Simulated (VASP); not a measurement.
# KPt (P-6m2) in VASP: notebook

Runs on KPt. Level: BLYP. Tasks: single point.

Program: VASP 6.6.1. These are calculated values, not measurements. Logs are shortened: lines on timing, memory, paths and dates and some standing lists are left out, and cuts for length are marked.

**1. The cell of the first run**

Symmetry: P-6m2, No. 187, hexagonal system. The conventional cell has a = 2.981 Å, b = 2.981 Å, c = 5.310 Å, α = 90.00°, β = 90.00°, γ = 120.00°. Within 3.9 Å of Pt (site symmetry -6m2) lie 6 Pt at 2.98 Å and 6 K at 3.16 Å. K (site symmetry -6m2) has 6 K at 2.98 Å and 6 Pt at 3.16 Å within 3.9 Å.

**2. Single point, BLYP**

INCAR reads:

```
SYSTEM = KPt
  PREC = Accurate
  ENCUT = 520
  EDIFF = 1E-6
  ISMEAR = -1
  SIGMA = 0.05
  LREAL = .False.
  LASPH = .True.
  NELM = 100
  ALGO = Normal
  ISIF = 2
  LWAVE = .False.
  LCHARG = .True.
  GGA = B5
  ALDAX = 1.0
  AGGAX = 1.0
  AGGAC = 1.0
  ALDAC = 0.0
  LELF = .True.
  LVHAR = .True.
  NBANDS = 16
```

KPOINTS reads:

```
regular mesh
0
Gamma
  10 10 5
  0 0 0
```

POSCAR reads:

```
KPt
1.0
    2.9807067573      0.0000000000      0.0000000000
   -1.4903533787      2.5813677731      0.0000000000
    0.0000000000      0.0000000000      5.3097005566
Pt K
1 1
Direct
    0.6666666667      0.3333333333      0.0000000000
    0.0000000000      0.0000000000      0.5000000000
```

Potentials or basis: VASP PAW PBE potentials, release 64 (Pt, K_sv).

Launch:

```sh
$ cat potpaw_PBE.64/Pt/POTCAR potpaw_PBE.64/K_sv/POTCAR > POTCAR
$ mpirun -np 1 vasp_std > vasp.out
```

OUTCAR:

```text
SYSTEM = KPt
   PREC = Accurate
   ENCUT = 520
   EDIFF = 1E-6
   ISMEAR = -1
   LREAL = .False.
   LASPH = .True.
   NELM = 100
   ISIF = 2
   GGA = B5

 ion  position               nearest neighbor table
   1  0.667  0.333  0.000-   2 3.16   2 3.16   2 3.16   2 3.16   2 3.16   2 3.16
   2  0.000  0.000  0.500-   1 3.16   1 3.16   1 3.16   1 3.16   1 3.16   1 3.16

  LATTYP: Found a hexagonal cell.
 ALAT       =     2.9807067573
 C/A-ratio  =     1.7813562316

  Lattice vectors:

 A1 = (   2.9807067573,   0.0000000000,   0.0000000000)
 A2 = (  -1.4903533787,   2.5813677731,   0.0000000000)
 A3 = (   0.0000000000,   0.0000000000,   5.3097005566)

Analysis of symmetry for initial positions (statically):
=====================================================================
 Subroutine PRICEL returns:
 Original cell was already a primitive cell.

 Routine SETGRP: Setting up the symmetry group for a
 hexagonal supercell.

 Subroutine GETGRP returns: Found 12 space group operations
 (whereof 12 operations were pure point group operations)
 out of a pool of 24 trial point group operations.

The static configuration has the point symmetry D_3h.

Analysis of symmetry for dynamics (positions and initial velocities):
=====================================================================
 Subroutine PRICEL returns:
 Original cell was already a primitive cell.

 Routine SETGRP: Setting up the symmetry group for a
 hexagonal supercell.

 Subroutine GETGRP returns: Found 12 space group operations
 (whereof 12 operations were pure point group operations)
 out of a pool of 24 trial point group operations.

The dynamic configuration has the point symmetry D_3h.

 Subroutine INISYM returns: Found 12 space group operations
 (whereof 12 operations are pure point group operations),
 and found     1 'primitive' translations

----------------------------------------------------------------------------------------

                                     Primitive cell

  volume of cell :      40.8544

  direct lattice vectors                    reciprocal lattice vectors
     2.980706757  0.000000000  0.000000000     0.335490902  0.193695763  0.000000000
    -1.490353379  2.581367773  0.000000000     0.000000000  0.387391526  0.000000000
     0.000000000  0.000000000  5.309700557     0.000000000  0.000000000  0.188334538

  length of vectors
     2.980706757  2.980706757  5.309700557     0.387391526  0.387391526  0.188334538

  position of ions in fractional coordinates (direct lattice)
     0.666666667  0.333333333  0.000000000
     0.000000000  0.000000000  0.500000000

  ion indices of the primitive-cell ions
   primitive index   ion index
                 1           1
                 2           2

----------------------------------------------------------------------------------------

 KPOINTS: regular mesh

Automatic generation of k-mesh.
 Grid dimensions read from file:
 generate k-points for:   10   10    5

 Generating k-lattice:

  Cartesian coordinates                     Fractional coordinates (reciprocal lattice)
     0.033549090  0.019369576  0.000000000     0.100000000  0.000000000  0.000000000
     0.000000000  0.038739153  0.000000000     0.000000000  0.100000000  0.000000000
     0.000000000  0.000000000  0.037666908     0.000000000  0.000000000  0.200000000

  Length of vectors
     0.038739153  0.038739153  0.037666908

  Shift w.r.t. Gamma in fractional coordinates (k-lattice)
     0.000000000  0.000000000  0.000000000

 Subroutine IBZKPT returns following result:
 ===========================================

 Found     42 irreducible k-points:

 Following reciprocal coordinates:
            Coordinates               Weight
  0.000000  0.000000  0.000000      1.000000
  0.100000  0.000000  0.000000      6.000000
  0.200000  0.000000  0.000000      6.000000
  0.300000  0.000000  0.000000      6.000000
  0.400000  0.000000  0.000000      6.000000
  0.500000  0.000000  0.000000      3.000000
[... 16 lines left out ...]
  0.300000  0.100000  0.200000     24.000000
  0.400000  0.100000  0.200000     24.000000
 [... further k-points ...]
   k-points           NKPTS =     42   k-points in BZ     NKDIM =     42   number of bands    NBANDS=     16
   number of dos      NEDOS =    301   number of ions     NIONS =      2
   total plane-waves  NPLWV =  23040
   dimension x,y,z NGX =    24 NGY =   24 NGZ =   40
   dimension x,y,z NGXF=    48 NGYF=   48 NGZF=   80
   ions per type =               1   1
   NGX,Y,Z   is equivalent  to a cutoff of  13.39, 13.39, 12.52 a.u.
   NGXF,Y,Z  is equivalent  to a cutoff of  26.77, 26.77, 25.05 a.u.
 SYSTEM =  KPt
   PREC   = accura    normal or accurate (medium, high low for compatibility)
   ISTART =      0    job   : 0-new  1-cont  2-samecut
   ICHARG =      2    charge: 1-file 2-atom 10-const
   ISPIN  =      1    spin polarized calculation?
   LNONCOLLINEAR =      F non collinear calculations
   LSORBIT =      F    spin-orbit coupling
   LASPH  =      T    aspherical Exc in radial PAW
   ENCUT  =  520.0 eV  38.22 Ry    6.18 a.u.   5.54  5.54  9.87*2*pi/ulx,y,z
   NELM   =    100;   NELMIN=  2; NELMDL= -5     # of ELM steps
   EDIFF  = 0.1E-05   stopping-criterion for ELM
   LREAL  =      F    real-space projection
   EDIFFG = 0.1E-04   stopping-criterion for IOM
   NSW    =      0    number of steps for IOM
   IBRION =     -1    ionic relax: 0-MD 1-quasi-New 2-CG
   NFREE  =      0    steps in history (QN), initial steepest desc. (CG)
   ISIF   =      2    stress and relaxation
   ISYM   =      2    0-nonsym 1-usesym 2-fastsym
   POTIM  = 0.5000    time-step for ionic-motion
   TEBEG  =    0.0;   TEEND  =   0.0 temperature during run
   PSTRESS=    0.0 pullay stress
   NELECT =      19.0000    total number of electrons
   NUPDOWN=      -1.0000    fix difference up-down
   EMIN   =  10.00;   EMAX   =-10.00  energy-range for DOS
   EFERMI =   0.00;   METHOD = LEGACY
   ISMEAR =    -1;   SIGMA  =   0.05  broadening in eV -4-tet -1-fermi 0-gaus
   EFERMI_NEDOS =   21; number of points for ismear=-14 and -15
   IALGO  =     38    algorithm
   IMIX   =      4    mixing-type and parameters
     AMIX     =   0.40;   BMIX     =  1.00
     AMIX_MAG =   1.60;   BMIX_MAG =  1.00
  volume/ion in A,a.u.               =      20.43       137.85
  Fermi-wavevector in a.u.,A,eV,Ry     =   1.268371  2.396874 21.888577  1.608765
  Thomas-Fermi vector in A             =   2.401469
   LORBIT       =      0    0 simple, 1 ext, 2 COOP (PROOUT), +10 PAW based schemes
   GGA     = B5    functional components
   LHFCALC =     F    Hartree Fock is set to
   AEXX    =    0.0000 exact exchange contribution
   IVDW    =     0    specifies the selected vdW correction
   LEPSILON=     F    determine dielectric tensor
   LRPA    =     F    only Hartree local field effects (RPA)
 non-spin polarized calculation
  energy-cutoff  :      520.00
  volume of cell :       40.85
 maximum number of plane-waves:      1125
 NGX is ok and might be reduce to    24
   NGX = 11   NGY = 11   NGZ = 19

 number of electron      19.0000000 magnetization

 Free energy of the ion-electron system (eV)
  ---------------------------------------------------
  ext. energy  EPLUGINS =         0.00000000
  ---------------------------------------------------
  free energy    TOTEN  =        -5.47272330 eV

  energy without entropy =       -5.46064050  energy(sigma->0) =       -5.46668190

 E-fermi :   6.1871     XC(G=0): -10.1955

 val. band max:        6.1720255563   @ k =   0.3000   0.1000   0.2000
 cond. band min:       6.2118787281   @ k =   0.3000   0.1000   0.4000
 fundamental gap:      0.0398531718
 Fermi energy:         6.1871281131

 k-point     1 :       0.0000    0.0000    0.0000
  band No.  band energies     occupation
      1     -26.3461      2.00000
      2      -9.6524      2.00000
      3      -8.7208      2.00000
      4      -8.7208      2.00000
      5      -0.2738      2.00000
      6       2.8000      2.00000
[... 8 lines left out ...]
     15      15.0862      0.00000
     16      15.0862      0.00000

 k-point     2 :       0.1000    0.0000    0.0000
  band No.  band energies     occupation
      1     -26.3002      2.00000
      2      -9.6082      2.00000
      3      -8.9719      2.00000
      4      -8.7712      2.00000
      5       0.0436      2.00000
      6       2.9352      2.00000
[... 8 lines left out ...]
     15      14.9511      0.00000
     16      14.9896      0.00000

 k-point     3 :       0.2000    0.0000    0.0000
  band No.  band energies     occupation
      1     -26.1772      2.00000
      2      -9.5896      2.00000
      3      -9.4897      2.00000
      4      -8.9000      2.00000
      5       0.8932      2.00000
      6       3.1690      2.00000
[... 8 lines left out ...]
     15      14.7510      0.00000
     16      14.9613      0.00000

 k-point     4 :       0.3000    0.0000    0.0000
  band No.  band energies     occupation
      1     -26.0191      2.00000
      2     -10.2931      2.00000
      3      -9.3378      2.00000
      4      -9.0537      2.00000
      5       1.6962      2.00000
      6       3.3858      2.00000
[... 8 lines left out ...]
     15      14.4798      0.00000
     16      15.4453      0.00000

 k-point     5 :       0.4000    0.0000    0.0000
  band No.  band energies     occupation
      1     -25.8859      2.00000
      2     -10.8268      2.00000
      3      -9.2100      2.00000
      4      -9.1740      2.00000
      5       1.7714      2.00000
      6       3.0078      2.00000
[... 8 lines left out ...]
     15      15.1966      0.00000
     16      16.1011      0.00000

 k-point     6 :       0.5000    0.0000    0.0000
  band No.  band energies     occupation
      1     -25.8336      2.00000
      2     -11.0240      2.00000
      3      -9.2191      2.00000
      4      -9.1600      2.00000
      5       1.7172      2.00000
      6       2.8511      2.00000
[... 8 lines left out ...]
     15      15.7036      0.00000
     16      16.3762      0.00000

 k-point     7 :       0.1000    0.1000    0.0000
  band No.  band energies     occupation
      1     -26.2156      2.00000
      2      -9.5267      2.00000
      3      -9.3847      2.00000
      4      -8.8821      2.00000
      5       0.6411      2.00000
      6       3.1578      2.00000
[... 8 lines left out ...]
     15      14.6508      0.00000
     16      15.0530      0.00000

 k-point     8 :       0.2000    0.1000    0.0000
  band No.  band energies     occupation
      1     -26.0746      2.00000
      2      -9.9972      2.00000
      3      -9.3911      2.00000
      4      -9.0724      2.00000
      5       1.6196      2.00000
      6       3.1868      2.00000
[... 8 lines left out ...]
     15      14.1258      0.00000
     16      15.5557      0.00000

 k-point     9 :       0.3000    0.1000    0.0000
  band No.  band energies     occupation
      1     -25.9280      2.00000
      2     -10.5717      2.00000
      3      -9.2571      2.00000
      4      -9.2502      2.00000
      5       2.0532      2.00000
      6       3.2141      2.00000
[... 8 lines left out ...]
     15      14.2489      0.00000
     16      16.1193      0.00000
[... 172 lines left out ...]
 k-point    19 :       0.4000    0.0000    0.2000
  band No.  band energies     occupation
      1     -25.8858      2.00000
      2     -10.8223      2.00000
      3      -9.2117      2.00000
      4      -9.1751      2.00000
      5       1.7700      2.00000
      6       2.8975      2.00000
[... 8 lines left out ...]
     15      14.3588      0.00000
     16      15.0222      0.00000

 k-point    20 :       0.5000    0.0000    0.2000
  band No.  band energies     occupation
      1     -25.8337      2.00000
      2     -11.0194      2.00000
      3      -9.2202      2.00000
      4      -9.1585      2.00000
      5       1.7090      2.00000
      6       2.7573      2.00000
[... 8 lines left out ...]
     15      14.6679      0.00000
     16      15.3222      0.00000

 k-point    21 :       0.1000    0.1000    0.2000
  band No.  band energies     occupation
      1     -26.2149      2.00000
      2      -9.5507      2.00000
      3      -9.3818      2.00000
      4      -8.8824      2.00000
      5       0.8023      2.00000
      6       3.2413      2.00000
[... 8 lines left out ...]
     15      14.1309      0.00000
     16      14.6487      0.00000

 k-point    22 :       0.2000    0.1000    0.2000
  band No.  band energies     occupation
      1     -26.0742      2.00000
      2      -9.9938      2.00000
      3      -9.4047      2.00000
      4      -9.0728      2.00000
      5       1.7236      2.00000
      6       3.2010      2.00000
[... 8 lines left out ...]
     15      14.0737      0.00000
     16      14.3418      0.00000

 k-point    23 :       0.3000    0.1000    0.2000
  band No.  band energies     occupation
      1     -25.9278      2.00000
      2     -10.5676      2.00000
      3      -9.2595      2.00000
      4      -9.2528      2.00000
      5       2.0641      2.00000
      6       3.1032      2.00000
[... 8 lines left out ...]
     15      14.3962      0.00000
     16      14.7420      0.00000

 k-point    24 :       0.4000    0.1000    0.2000
  band No.  band energies     occupation
      1     -25.8343      2.00000
      2     -10.9086      2.00000
      3      -9.3684      2.00000
      4      -9.1591      2.00000
      5       1.9594      2.00000
      6       2.8633      2.00000
[... 8 lines left out ...]
     15      14.5297      0.00000
     16      15.0056      0.00000

 [... further k-points ...]

------------------------ aborting loop because EDIFF is reached ----------------------------------------

  FORCE on cell =-STRESS in cart. coord.  units (eV):
  Direction    XX          YY          ZZ          XY          YZ          ZX
  --------------------------------------------------------------------------------------
  -------------------------------------------------------------------------------------
  Total        1.8708702      1.8708702      1.5012319     -0.0000000      0.0000000      0.0000000
  in kB       73.3694194     73.3694194     58.8734118     -0.0000000      0.0000000      0.0000000
  external PRESSURE =      68.5374169 kB  Pullay stress =       0.0000000 kB

 VOLUME and BASIS-vectors are now :
 -----------------------------------------------------------------------------
  energy-cutoff  :      520.00
  volume of cell :       40.85
      direct lattice vectors                 reciprocal lattice vectors
     2.980706757  0.000000000  0.000000000     0.335490902  0.193695763  0.000000000
    -1.490353379  2.581367773  0.000000000     0.000000000  0.387391526  0.000000000
     0.000000000  0.000000000  5.309700557     0.000000000  0.000000000  0.188334538

 POSITION                                       TOTAL-FORCE (eV/Angst)
 -----------------------------------------------------------------------------------
      1.49035      0.86046      0.00000        -0.000000      0.000000      0.000000
      0.00000      0.00000      2.65485         0.000000      0.000000      0.000000
 -----------------------------------------------------------------------------------
    total drift:                               -0.000000      0.000000      0.000000

  FREE ENERGIE OF THE ION-ELECTRON SYSTEM (eV)
  ---------------------------------------------------
  free  energy   TOTEN  =        -5.4727232991 eV

  energy  without entropy=       -5.4606405004  energy(sigma->0) =       -5.46668190
```

It took 58 s on 1 thread of Intel Xeon 8259CL, shared host; peak memory 0.18 GiB.

What came out:

```
Free energy : -5.4727 eV
Pressure    : 6.9 GPa
```

Levels at points of the mesh, in eV from the Fermi level:
| k point | band 8 | band 9 | band 10 | band 11 | band 12 | band 13 |
| --- | --- | --- | --- | --- | --- | --- |
| (0.00, 0.00, 0.00) | -2.43 | -1.03 | -1.03 | 1.81 | 1.86 | 5.42 |
| (0.50, 0.00, 0.00) | -1.57 | 0.08 | 0.58 | 1.82 | 2.26 | 3.64 |

Caveat: the PAW data sets were made with another functional, which shifts forces and pressure a little; spin-orbit coupling is left out, which moves the levels of the heavy elements.

(Part 1 of 2 ends here.)
